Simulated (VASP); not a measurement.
A run of VASP 6.6.1 is set up as follows.

The input INCAR:

```
PREC = Accurate
ENCUT = 520
EDIFF = 1E-6
ISMEAR = 0
SIGMA = 0.05
LREAL = False
LASPH = True
NELM = 80
ALGO = Normal
ISIF = 2
LWAVE = False
LCHARG = True
GGA = PS
LELF = True
LVHAR = True
NBANDS = 26
```

Contents of KPOINTS:

```
regular mesh
0
Gamma
  9 9 6
```

File POSCAR:

```
ZnS
1.0
    3.4800645853      0.0000000000      0.0000000000
   -1.7400322927      3.0138243377      0.0000000000
    0.0000000000      0.0000000000      6.4509957218
Zn S
2 2
Direct
    0.3333333333      0.6666666667      0.0054424479
    0.6666666667      0.3333333333      0.5054424479
    0.3333333333      0.6666666667      0.3795575521
    0.6666666667      0.3333333333      0.8795575521
```

Potentials or basis: VASP PAW PBE potentials, release 64 (Zn, S).

Command:

```bash
$ cat potpaw_PBE.64/Zn/POTCAR potpaw_PBE.64/S/POTCAR > POTCAR
$ mpirun -np 1 vasp_std > vasp.out
```

(1) Predict the band gap on the k mesh.

(2) What does it give for the pressure?

(3) Predict the largest force.

## Answers

(1) 1.91 eV, direct.

(2) 16.0 GPa.

(3) 1.243 eV/Å.

Caveat: the PAW data sets were made with another functional, which shifts forces and pressure a little.
